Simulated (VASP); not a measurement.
# WC (Qusongite) in VASP: further runs

WC (Qusongite) is run at these levels: LDA, PBE, PBEsol; tasks: single point.

Everything below comes from runs of VASP 6.6.1. Logs are shortened: lines on timing, memory, paths and dates and some standing lists are left out, and cuts for length are marked.

## Step 1: The cell of the first run

The structure is hexagonal, space group P-6m2 (No. 187). Conventional cell: a = 2.887 Å, b = 2.887 Å, c = 2.818 Å, α = 90.00°, β = 90.00°, γ = 120.00°. W (site symmetry -6m2) has 6 C at 2.18 Å and 8 W at 2.82 to 2.89 Å within 2.9 Å. C (site symmetry -6m2) has 6 W at 2.18 Å and 8 C at 2.82 to 2.89 Å within 2.9 Å.

## Step 2: Single point, LDA

Input file INCAR:

```
SYSTEM = WC
  ALGO = Normal
  EDIFF = 1E-6
  ENCUT = 910
  GGA = CA
  GGA_COMPAT = .False.
  ISIF = 2
  ISMEAR = -1
  LASPH = .True.
  LCHARG = .True.
  LELF = .True.
  LREAL = .False.
  LVHAR = .True.
  LWAVE = .False.
  NBANDS = 16
  NELM = 120
  PREC = Accurate
  SIGMA = 0.05
```

Input file KPOINTS:

```
k-points
0
Gamma
  10 10 9
  0 0 0
```

Input file POSCAR:

```
WC
1.0
    2.8869927008      0.0000000000      0.0000000000
   -1.4434963504      2.5002090195      0.0000000000
    0.0000000000      0.0000000000      2.8175618425
W C
1 1
Direct
    0.0000000000      0.0000000000      0.0000000000
    0.6666666667      0.3333333333      0.5000000000
```

Potentials or basis: VASP PAW LDA potentials, release 64 (W_sv, C_h).

The run is started by

```
$ cat potpaw_LDA.64/W_sv/POTCAR potpaw_LDA.64/C_h/POTCAR > POTCAR
$ mpirun -np 1 vasp_std > vasp.out
```

OUTCAR:

```text
SYSTEM = WC
   EDIFF = 1E-6
   ENCUT = 910
   GGA = CA
   ISIF = 2
   ISMEAR = -1
   LASPH = .True.
   LREAL = .False.
   NELM = 120
   PREC = Accurate

 ion  position               nearest neighbor table
   1  0.000  0.000  0.000-   2 2.18   2 2.18   2 2.18   2 2.18   2 2.18   2 2.18
   2  0.667  0.333  0.500-   1 2.18   1 2.18   1 2.18   1 2.18   1 2.18   1 2.18

  LATTYP: Found a hexagonal cell.
 ALAT       =     2.8869927008
 C/A-ratio  =     0.9759504559

  Lattice vectors:

 A1 = (   2.8869927008,   0.0000000000,   0.0000000000)
 A2 = (  -1.4434963504,   2.5002090195,   0.0000000000)
 A3 = (   0.0000000000,   0.0000000000,   2.8175618425)

Analysis of symmetry for initial positions (statically):
=====================================================================
 Subroutine PRICEL returns:
 Original cell was already a primitive cell.

 Routine SETGRP: Setting up the symmetry group for a
 hexagonal supercell.

 Subroutine GETGRP returns: Found 12 space group operations
 (whereof 12 operations were pure point group operations)
 out of a pool of 24 trial point group operations.

The static configuration has the point symmetry D_3h.

Analysis of symmetry for dynamics (positions and initial velocities):
=====================================================================
 Subroutine PRICEL returns:
 Original cell was already a primitive cell.

 Routine SETGRP: Setting up the symmetry group for a
 hexagonal supercell.

 Subroutine GETGRP returns: Found 12 space group operations
 (whereof 12 operations were pure point group operations)
 out of a pool of 24 trial point group operations.

The dynamic configuration has the point symmetry D_3h.

 Subroutine INISYM returns: Found 12 space group operations
 (whereof 12 operations are pure point group operations),
 and found     1 'primitive' translations

----------------------------------------------------------------------------------------

                                     Primitive cell

  volume of cell :      20.3374

  direct lattice vectors                    reciprocal lattice vectors
     2.886992701  0.000000000  0.000000000     0.346381201  0.199983280  0.000000000
    -1.443496350  2.500209020  0.000000000     0.000000000  0.399966560  0.000000000
     0.000000000  0.000000000  2.817561842     0.000000000  0.000000000  0.354916788

  length of vectors
     2.886992701  2.886992701  2.817561842     0.399966560  0.399966560  0.354916788

  position of ions in fractional coordinates (direct lattice)
     0.000000000  0.000000000  0.000000000
     0.666666667  0.333333333  0.500000000

  ion indices of the primitive-cell ions
   primitive index   ion index
                 1           1
                 2           2

----------------------------------------------------------------------------------------

 KPOINTS: k-points

Automatic generation of k-mesh.
 Grid dimensions read from file:
 generate k-points for:   10   10    9

 Generating k-lattice:

  Cartesian coordinates                     Fractional coordinates (reciprocal lattice)
     0.034638120  0.019998328  0.000000000     0.100000000  0.000000000  0.000000000
     0.000000000  0.039996656  0.000000000     0.000000000  0.100000000  0.000000000
     0.000000000  0.000000000  0.039435199     0.000000000  0.000000000  0.111111111

  Length of vectors
     0.039996656  0.039996656  0.039435199

  Shift w.r.t. Gamma in fractional coordinates (k-lattice)
     0.000000000  0.000000000  0.000000000

 Subroutine IBZKPT returns following result:
 ===========================================

 Found     70 irreducible k-points:

 Following reciprocal coordinates:
            Coordinates               Weight
  0.000000  0.000000  0.000000      1.000000
  0.100000  0.000000  0.000000      6.000000
  0.200000  0.000000  0.000000      6.000000
  0.300000  0.000000  0.000000      6.000000
  0.400000  0.000000  0.000000      6.000000
  0.500000  0.000000  0.000000      3.000000
[... 16 lines left out ...]
  0.300000  0.100000  0.111111     24.000000
  0.400000  0.100000  0.111111     24.000000
 [... further k-points ...]
   k-points           NKPTS =     70   k-points in BZ     NKDIM =     70   number of bands    NBANDS=     16
   number of dos      NEDOS =    301   number of ions     NIONS =      2
   total plane-waves  NPLWV =  21952
   dimension x,y,z NGX =    28 NGY =   28 NGZ =   28
   dimension x,y,z NGXF=    56 NGYF=   56 NGZF=   56
   ions per type =               1   1
   NGX,Y,Z   is equivalent  to a cutoff of  16.12, 16.12, 16.52 a.u.
   NGXF,Y,Z  is equivalent  to a cutoff of  32.25, 32.25, 33.04 a.u.
 SYSTEM =  WC
   PREC   = accura    normal or accurate (medium, high low for compatibility)
   ISTART =      0    job   : 0-new  1-cont  2-samecut
   ICHARG =      2    charge: 1-file 2-atom 10-const
   ISPIN  =      1    spin polarized calculation?
   LNONCOLLINEAR =      F non collinear calculations
   LSORBIT =      F    spin-orbit coupling
   LASPH  =      T    aspherical Exc in radial PAW
   ENCUT  =  910.0 eV  66.88 Ry    8.18 a.u.   7.10  7.10  6.93*2*pi/ulx,y,z
   NELM   =    120;   NELMIN=  2; NELMDL= -5     # of ELM steps
   EDIFF  = 0.1E-05   stopping-criterion for ELM
   LREAL  =      F    real-space projection
   EDIFFG = 0.1E-04   stopping-criterion for IOM
   NSW    =      0    number of steps for IOM
   IBRION =     -1    ionic relax: 0-MD 1-quasi-New 2-CG
   NFREE  =      0    steps in history (QN), initial steepest desc. (CG)
   ISIF   =      2    stress and relaxation
   ISYM   =      2    0-nonsym 1-usesym 2-fastsym
   POTIM  = 0.5000    time-step for ionic-motion
   TEBEG  =    0.0;   TEEND  =   0.0 temperature during run
   PSTRESS=    0.0 pullay stress
   NELECT =      18.0000    total number of electrons
   NUPDOWN=      -1.0000    fix difference up-down
   EMIN   =  10.00;   EMAX   =-10.00  energy-range for DOS
[... 5 lines left out ...]
     AMIX     =   0.40;   BMIX     =  1.00
     AMIX_MAG =   1.60;   BMIX_MAG =  1.00
  volume/ion in A,a.u.               =      10.17        68.62
  Fermi-wavevector in a.u.,A,eV,Ry     =   1.571812  2.970293 33.614444  2.470592
  Thomas-Fermi vector in A             =   2.673340
   LORBIT       =      0    0 simple, 1 ext, 2 COOP (PROOUT), +10 PAW based schemes
   GGA     = CA    functional components
   LHFCALC =     F    Hartree Fock is set to
   AEXX    =    0.0000 exact exchange contribution
   IVDW    =     0    specifies the selected vdW correction
   LEPSILON=     F    determine dielectric tensor
   LRPA    =     F    only Hartree local field effects (RPA)
 non-spin polarized calculation
  energy-cutoff  :      910.00
  volume of cell :       20.34
 maximum number of plane-waves:      1286
   NGX = 15   NGY = 15   NGZ = 13

 number of electron      18.0000000 magnetization

 Free energy of the ion-electron system (eV)
  ---------------------------------------------------
  ext. energy  EPLUGINS =         0.00000000
  ---------------------------------------------------
  free energy    TOTEN  =       -24.71199818 eV

  energy without entropy =      -24.71003800  energy(sigma->0) =      -24.71101809

 E-fermi :  11.5714     XC(G=0): -14.1322

 val. band max:       11.5648410353   @ k =   0.1000   0.0000   0.3333
 cond. band min:      11.6215674930   @ k =   0.4000   0.2000   0.0000
 fundamental gap:      0.0567264578
 Fermi energy:        11.5713922232

 k-point     1 :       0.0000    0.0000    0.0000
  band No.  band energies     occupation
      1     -61.8988      2.00000
      2     -26.1463      2.00000
      3     -26.0275      2.00000
      4     -26.0275      2.00000
      5      -2.8361      2.00000
      6       7.1595      2.00000
[... 8 lines left out ...]
     15      26.2018      0.00000
     16      28.5536      0.00000

 k-point     2 :       0.1000    0.0000    0.0000
  band No.  band energies     occupation
      1     -61.8925      2.00000
      2     -26.1347      2.00000
      3     -26.1175      2.00000
      4     -26.0478      2.00000
      5      -2.5664      2.00000
      6       7.1961      2.00000
[... 8 lines left out ...]
     15      25.7061      0.00000
     16      29.1073      0.00000

 k-point     3 :       0.2000    0.0000    0.0000
  band No.  band energies     occupation
      1     -61.8760      2.00000
      2     -26.3477      2.00000
      3     -26.1041      2.00000
      4     -26.1005      2.00000
      5      -1.8270      2.00000
      6       6.4965      2.00000
[... 8 lines left out ...]
     15      25.4792      0.00000
     16      30.2292      0.00000

 k-point     4 :       0.3000    0.0000    0.0000
  band No.  band energies     occupation
      1     -61.8555      2.00000
      2     -26.6221      2.00000
      3     -26.1650      2.00000
      4     -26.0660      2.00000
      5      -0.8128      2.00000
      6       5.5317      2.00000
[... 8 lines left out ...]
     15      26.4232      0.00000
     16      29.2527      0.00000

 k-point     5 :       0.4000    0.0000    0.0000
  band No.  band energies     occupation
      1     -61.8389      2.00000
      2     -26.8368      2.00000
      3     -26.2166      2.00000
      4     -26.0350      2.00000
      5       0.1561      2.00000
      6       4.8192      2.00000
[... 8 lines left out ...]
     15      25.8563      0.00000
     16      28.9851      0.00000

 k-point     6 :       0.5000    0.0000    0.0000
  band No.  band energies     occupation
      1     -61.8325      2.00000
      2     -26.9171      2.00000
      3     -26.2361      2.00000
      4     -26.0231      2.00000
      5       0.5910      2.00000
      6       4.5445      2.00000
[... 8 lines left out ...]
     15      24.6830      0.00000
     16      29.9329      0.00000
[... 267 lines left out ...]
 k-point    21 :       0.1000    0.1000    0.1111
  band No.  band energies     occupation
      1     -61.8758      2.00000
      2     -26.2630      2.00000
      3     -26.2087      2.00000
      4     -26.0819      2.00000
      5      -1.7855      2.00000
      6       6.9326      2.00000
[... 8 lines left out ...]
     15      25.2342      0.00000
     16      29.4779      0.00000

 k-point    22 :       0.2000    0.1000    0.1111
  band No.  band energies     occupation
      1     -61.8573      2.00000
      2     -26.4956      2.00000
      3     -26.1740      2.00000
      4     -26.1559      2.00000
      5      -0.9499      2.00000
      6       6.0594      2.00000
[... 8 lines left out ...]
     15      25.3775      0.00000
     16      29.5901      0.00000

 k-point    23 :       0.3000    0.1000    0.1111
  band No.  band energies     occupation
      1     -61.8388      2.00000
      2     -26.7217      2.00000
      3     -26.2300      2.00000
      4     -26.1373      2.00000
      5       0.0011      2.00000
      6       5.1978      2.00000
[... 8 lines left out ...]
     15      26.1244      0.00000
     16      28.4538      0.00000

 k-point    24 :       0.4000    0.1000    0.1111
  band No.  band energies     occupation
      1     -61.8273      2.00000
      2     -26.8581      2.00000
      3     -26.2753      2.00000
      4     -26.1144      2.00000
      5       0.7000      2.00000
      6       4.6405      2.00000
[... 8 lines left out ...]
     15      25.2631      0.00000
     16      29.2696      0.00000

 [... further k-points ...]
[... 5 lines left out ...]
  --------------------------------------------------------------------------------------
  -------------------------------------------------------------------------------------
  Total        0.1460836      0.1460836      0.0349273      0.0000000      0.0000000      0.0000000
  in kB       11.5084403     11.5084403      2.7515702      0.0000000      0.0000000      0.0000000
  external PRESSURE =       8.5894836 kB  Pullay stress =       0.0000000 kB

 VOLUME and BASIS-vectors are now :
 -----------------------------------------------------------------------------
  energy-cutoff  :      910.00
  volume of cell :       20.34
      direct lattice vectors                 reciprocal lattice vectors
     2.886992701  0.000000000  0.000000000     0.346381201  0.199983280  0.000000000
    -1.443496350  2.500209020  0.000000000     0.000000000  0.399966560  0.000000000
     0.000000000  0.000000000  2.817561842     0.000000000  0.000000000  0.354916788

 POSITION                                       TOTAL-FORCE (eV/Angst)
 -----------------------------------------------------------------------------------
      0.00000      0.00000      0.00000         0.000000     -0.000000      0.000000
      1.44350      0.83340      1.40878        -0.000000      0.000000      0.000000
 -----------------------------------------------------------------------------------
    total drift:                                0.000000     -0.000000      0.000000

  FREE ENERGIE OF THE ION-ELECTRON SYSTEM (eV)
  ---------------------------------------------------
  free  energy   TOTEN  =       -24.7119981829 eV

  energy  without entropy=      -24.7100380027  energy(sigma->0) =      -24.71101809
```

It took 16 s on 1 thread of Intel Xeon 6975P-C (Granite Rapids), shared host; peak memory 0.18 GiB.

What came out:

```yaml
Free_energy: -24.7120 eV
Pressure: 0.9 GPa
Band_gap_on_the_k_mesh: zero (band 9 reaches 12.26 eV, above the bottom of band 10 at 11.00 eV)
```

Caveat: the cutoff is under 1.25 times the usual one of these potentials, so pressure, stress and relaxed cells hold a basis-set (Pulay) error; spin-orbit coupling is left out, which moves the levels of the heavy elements.

## Step 3: Single point, PBE

This run uses another cell than the first one, of 10.27 Å³/atom, 1.010 times its volume.

Input file INCAR:

```
SYSTEM = WC
PREC = Accurate
ENCUT = 910
EDIFF = 1E-6
ISMEAR = -1
SIGMA = 0.05
LREAL = .FALSE.
LASPH = .TRUE.
NELM = 120
ALGO = Normal
ISIF = 2
LWAVE = .FALSE.
LCHARG = .FALSE.
GGA = PE
NBANDS = 16
GGA_COMPAT = .FALSE.
```

Input file KPOINTS:

```
Automatic mesh
0
G
  10 10 9
  0 0 0
```

Input file POSCAR:

```
WC
1.0
    2.8966773599      0.0000000000      0.0000000000
   -1.4483386800      2.5085961803      0.0000000000
    0.0000000000      0.0000000000      2.8263843391
W C
1 1
Direct
    0.0000000000      0.0000000000      0.0000000000
    0.6666666667      0.3333333333      0.5000000000
```

Potentials or basis: VASP PAW PBE potentials, release 64 (W_sv, C_h).

The run is started by

```
$ cat potpaw_PBE.64/W_sv/POTCAR potpaw_PBE.64/C_h/POTCAR > POTCAR
$ mpirun -np 1 vasp_std > vasp.out
```

It took 16 s on 1 thread of Intel Xeon 6975P-C (Granite Rapids), shared host; peak memory 0.2 GiB.

It converged, with:

```
Free energy            : -22.4414 eV
Pressure               : 11.0 GPa
Band gap on the k mesh : zero (band 9 reaches 12.22 eV, above the bottom of band 10 at 11.01 eV)
```

Stress tensor (GPa, compression positive):
```
10.95  0.00  0.00
 0.00 10.95  0.00
 0.00  0.00 11.24
```

Levels at points of the mesh, in eV from the Fermi level:
```
           k point  band 7  band 8  band 9  band 10  band 11  band 12
(0.00, 0.00, 0.00)   -3.37   -3.37    0.09     3.29     3.29     5.69
(0.50, 0.00, 0.00)   -3.66   -3.61   -0.47     2.39     4.60     4.96
```

Caveat: the cutoff is under 1.25 times the usual one of these potentials, so pressure, stress and relaxed cells hold a basis-set (Pulay) error; spin-orbit coupling is left out, which moves the levels of the heavy elements.

## Step 4: Single point, PBEsol (atoms moved at random)

Input file INCAR:

```
SYSTEM = WC
ALGO = Normal
EDIFF = 1E-7
ENCUT = 520
GGA = PS
ISIF = 2
ISMEAR = -1
LASPH = .TRUE.
LCHARG = .FALSE.
LREAL = .FALSE.
LWAVE = .FALSE.
NBANDS = 16
NELM = 100
PREC = Accurate
SIGMA = 0.05
```

Input file KPOINTS:

```
k-points
0
G
  10 10 9
  0 0 0
```

Input file POSCAR:

```
WC
1.0
    2.9065000000      0.0000000000      0.0000000000
   -1.4532500000      2.5171028361      0.0000000000
    0.0000000000      0.0000000000      2.8366000000
W C
1 1
Direct
    0.0059450000      0.0066780000      0.0194740000
    0.6820890000      0.3248480000      0.5199400000
```

Potentials or basis: VASP PAW PBE potentials, release 64 (W_sv, C).

The run is started by

```
$ cat potpaw_PBE.64/W_sv/POTCAR potpaw_PBE.64/C/POTCAR > POTCAR
$ mpirun -np 1 vasp_std > vasp.out
```

Run time: 3.4 min. Hardware: 1 thread of AMD EPYC 7R13, shared host; peak memory 0.24 GiB.

Results (log left out):

```
Free energy            : -23.8722 eV
Pressure               : -1.6 GPa
Largest force          : 1.031 eV/Å
Band gap on the k mesh : zero (band 9 reaches 11.58 eV, above the bottom of band 10 at 10.40 eV)
```

Forces in eV/Å, atoms in the order of the input:
```
W    0.826 -0.617  0.019
C   -0.826  0.617 -0.019
```

Stress tensor (GPa, compression positive):
```
 0.12 -2.10  0.03
-2.10 -3.06 -0.02
 0.03 -0.02 -1.83
```

Levels at points of the mesh, in eV from the Fermi level:
| k point | band 6 | band 7 | band 8 | band 9 | band 10 | band 11 | band 12 | band 13 |
| --- | --- | --- | --- | --- | --- | --- | --- | --- |
| (0.00, 0.00, 0.00) | -4.38 | -3.42 | -3.23 | 0.07 | 3.16 | 3.27 | 5.13 | 5.96 |
| (0.50, 0.00, 0.00) | -6.99 | -3.68 | -3.57 | -0.41 | 2.28 | 4.54 | 4.94 | 6.70 |
| (0.00, 0.50, 0.00) | -6.94 | -3.66 | -3.52 | -0.44 | 2.27 | 4.56 | 4.96 | 6.57 |
| (0.50, 0.50, 0.00) | -7.27 | -3.85 | -3.61 | -0.39 | 2.36 | 4.43 | 4.82 | 7.38 |

Caveat: the cell differs from its parent crystal (atoms moved at random); the PAW data sets were made with another functional, which shifts forces and pressure a little; spin-orbit coupling is left out, which moves the levels of the heavy elements.

## Step 5: Single point, LDA

This run uses another cell than the first one, of 9.75 Å³/atom, 0.959 times its volume.

Input file INCAR:

```
SYSTEM = WC
ALGO = Normal
EDIFF = 1E-6
ENCUT = 910
GGA = CA
GGA_COMPAT = .FALSE.
ISIF = 2
ISMEAR = -1
LASPH = .TRUE.
LCHARG = .FALSE.
LREAL = .FALSE.
LWAVE = .FALSE.
NBANDS = 16
NELM = 120
PREC = Accurate
SIGMA = 0.05
```

KPOINTS is that of step 4.

Input file POSCAR:

```
WC
1.0
    2.8471670250      0.0000000000      0.0000000000
   -1.4235835125      2.4657189725      0.0000000000
    0.0000000000      0.0000000000      2.7786939560
W C
1 1
Direct
    0.0000000000      0.0000000000      0.0000000000
    0.6666666667      0.3333333333      0.5000000000
```

Potentials or basis: VASP PAW LDA potentials, release 64 (W_sv, C_h).

The run is started by

```
$ cat potpaw_LDA.64/W_sv/POTCAR potpaw_LDA.64/C_h/POTCAR > POTCAR
$ mpirun -np 1 vasp_std > vasp.out
```

It used 46 s of CPU time on 1 thread of AMD EPYC 7R13 Processor (Zen 3), with other jobs on the host.

Results (log left out):

```yaml
Free_energy: -24.6577 eV
Pressure: 20.4 GPa
Band_gap_on_the_k_mesh: zero (band 9 reaches 12.92 eV, above the bottom of band 10 at 11.59 eV)
```

Stress tensor (GPa, compression positive):
```
19.68  0.00  0.00
 0.00 19.68  0.00
 0.00  0.00 21.77
```

Levels at points of the mesh, in eV from the Fermi level:
```
           k point  band 7  band 8  band 9  band 10  band 11  band 12
(0.00, 0.00, 0.00)   -3.57   -3.57    0.16     3.51     3.51     5.98
(0.50, 0.00, 0.00)   -3.88   -3.84   -0.43     2.52     4.92     5.33
```

Caveat: the cutoff is under 1.25 times the usual one of these potentials, so pressure, stress and relaxed cells hold a basis-set (Pulay) error; spin-orbit coupling is left out, which moves the levels of the heavy elements.

## Step 6: Overview

| level | potentials or basis | cell | cutoff (eV) | second run | gap on the mesh (eV) | pressure (GPa) |
| --- | --- | --- | --- | --- | --- | --- |
| LDA | VASP PAW LDA potentials, release 64 (W_sv, C_h) | a = 2.887, b = 2.887, c = 2.818 Å, angles 90.0, 90.0, 120.0°, 2 atoms | 910 | hard_potentials | none | 0.9 |
| PBE | VASP PAW PBE potentials, release 64 (W_sv, C_h) | a = 2.897, b = 2.897, c = 2.826 Å, angles 90.0, 90.0, 120.0°, 2 atoms | 910 | hard_potentials | none | 11.0 |
| PBEsol | VASP PAW PBE potentials, release 64 (W_sv, C) | a = 2.906, b = 2.907, c = 2.837 Å, angles 90.0, 90.0, 120.0°, 2 atoms | 520 | - | none | -1.6 |
| LDA | VASP PAW LDA potentials, release 64 (W_sv, C_h) | a = 2.847, b = 2.847, c = 2.779 Å, angles 90.0, 90.0, 120.0°, 2 atoms | 910 | hard_potentials | none | 20.4 |

Alike in all rows: task single point; no spin polarisation; k mesh 10 × 10 × 9; smearing fermi-dirac 0.05 eV.

Caveats: spin-orbit coupling is left out, which moves the levels of the heavy elements; the cutoff is under 1.25 times the usual one of these potentials, so pressure, stress and relaxed cells hold a basis-set (Pulay) error (some runs); the PAW data sets were made with another functional, which shifts forces and pressure a little (some runs).

Absolute energies hang on the potentials; compare differences alone.
